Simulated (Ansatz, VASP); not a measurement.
**Ba: VASP beside Ansatz**

The input INCAR:

```
PREC = Accurate
ENCUT = 520
EDIFF = 1E-6
ISMEAR = 0
SIGMA = 0.15
LREAL = F
LASPH = T
NELM = 80
ALGO = Fast
ISIF = 2
LWAVE = F
LCHARG = T
GGA = PS
LELF = T
LVHAR = T
NBANDS = 11
```

File KPOINTS:

```
Automatic mesh
0
Gamma
  14 14 14
```

Contents of POSCAR:

```
Ba
1.0
   -2.4000000000      2.5000000000      2.5000000000
    2.4000000000     -2.5000000000      2.5000000000
    2.4000000000      2.5000000000     -2.5000000000
Ba
1
Direct
    0.0000000000      0.0000000000      0.0000000000
```

Input for Ansatz:

```yaml
crystal:
  lattice:
    - [-2.4, 2.5, 2.5]
    - [2.4, -2.5, 2.5]
    - [2.4, 2.5, -2.5]
  atoms:
    - { symbol: Ba, position: [0.0, 0.0, 0.0] }
basis:
  ecutwfc: 420
kpoints:
  mp_grid: { grid: [14, 14, 14] }
hamiltonian:
  xc: pbesol
scf:
  occupations: { method: gaussian, width: 0.15 }
output:
  forces: true
  stress: true
  eigenvalues: true
```

Change from the starting cell: strain -0.0400 x Voigt [1, 0, 0, 0, 0, 0], atoms carried along.

Alike in both runs: task single point; functional PBEsol; k mesh 14 × 14 × 14; occupations gaussian, width 0.15 eV; no spin polarisation.

|  | VASP | Ansatz |
| --- | --- | --- |
| version | VASP 6.6.1 | Ansatz 0.2.0 |
| potentials or method | VASP PAW PBE potentials, release 64 (Ba_sv), cutoff 520 eV | scalar-relativistic, plane waves, PAW |
| valence electrons in the cell | 10 | 10 |

```csv
,VASP,Ansatz,Ansatz less VASP
gap on the k mesh at the Fermi level (eV),none,none,-
pressure (GPa),-0.2,-0.3,-0.07
"traceless stress, the component that is largest in VASP (GPa)",0.15,0.15,-0.003
```

VASP's potentials were made for PBE, not for PBEsol. A gap of «none» marks a metal or a gap that the smearing closes.

Neither program's run includes spin-orbit coupling.
